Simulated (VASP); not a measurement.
Runs of VASP 6.6.1 on Y. The structure is that of space group Im-3m (No. 229), or close to it. The cells are those of the table. This isn't the form of Y at room conditions, which is hcp.

| task | cell | k mesh | cutoff (eV) | gap on the mesh (eV) | pressure (GPa) |
| --- | --- | --- | --- | --- | --- |
| single point | a = 3.390 Å, angles 109.5°, 1 atom | 19 × 19 × 19 | 520 | none | -0.1 |
| relaxation of cell and atoms | relaxed from a = 3.500 Å, angles 109.5°, 1 atom | 11 × 11 × 11 | 600 | none | 0.0 |
| single point | a = 3.478 Å, angles 109.5°, 1 atom | 13 × 13 × 13 | 520 | none | (a) |
| single point | a = 3.390 Å, angles 109.5°, 1 atom | 11 × 11 × 11 | 520 | none | -0.2 |
| single point | a = 3.249 Å, angles 109.5°, 1 atom | 13 × 13 × 13 | 520 | none | 6.4 |
| single point | a = 3.390 Å, angles 109.5°, 1 atom | 13 × 13 × 13 | 520 | none | -0.1 |
| single point | a = 3.435 Å, angles 109.5°, 1 atom | 13 × 13 × 13 | 520 | none | (b) |
| single point | a = 3.297 Å, angles 109.5°, 1 atom | 13 × 13 × 13 | 520 | none | 3.9 |

Alike in all rows: level LDA; potentials or basis VASP PAW LDA potentials, release 64 (Y_sv); no spin polarisation; smearing fermi-dirac 0.1 eV.

Q: Fill in the values left out.

A: (a) -3.0; (b) -1.7.

Caveats: the cell stands under pressure (at least some runs); the cell stands under tension (at least some runs).

A k mesh can miss the band edges, and the runs leave out spin-orbit coupling on Y.

A gap of «none» marks levels without a gap at the run's occupations.
